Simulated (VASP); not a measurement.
NiO:

```
Ni O
1.0
     0.00000    2.13379   -2.13379
     0.00000    2.13379    2.13379
     4.26758    0.00000    0.00000
Ni O
2 2
Direct
  0.00000 0.00000 0.00000
  0.50000 0.50000 0.50000
  0.00000 0.00000 0.50000
  0.50000 0.50000 0.00000
```

Base run:

| Quantity | Value |
| --- | --- |
| Program | VASP 6.6.1 |
| Functional | PBE |
| Potentials or basis | VASP PAW PBE potentials, release 64 (Ni, O) |
| Cutoff | 520 eV |
| k mesh | 8 × 8 × 6 |
| Occupations | gaussian, width 0.05 eV |
| Spin | collinear spin, antiferromagnetic start |
| Starting moments | [2.0, -2.0, 0.0, 0.0] μB |
| Hubbard terms | Ni d U = 6.2 eV |

Its results: band gap on the k mesh 2.43 eV; pressure -8.0 GPa; net moment 0.00 μB per cell; site moments Ni +1.84, -1.84; O -0.06, +0.06 μB.

**Question.** The run is repeated on the same cell with these changes: k mesh from 8 × 8 × 6 to 5 × 5 × 3; further incar settings from ALGO = Normal; EDIFF = 1e-07; NBANDS = 28 to ALGO = Normal; EDIFF = 1e-06; NBANDS = 28. What comes out?

**Answer.** Band gap on the k mesh 2.62 eV; pressure -8.0 GPa; net moment 0.00 μB per cell; site moments Ni +1.84, -1.84; O -0.06, +0.06 μB.

Caveats: some runs use coarse meshes.

A k mesh can miss the band edges.
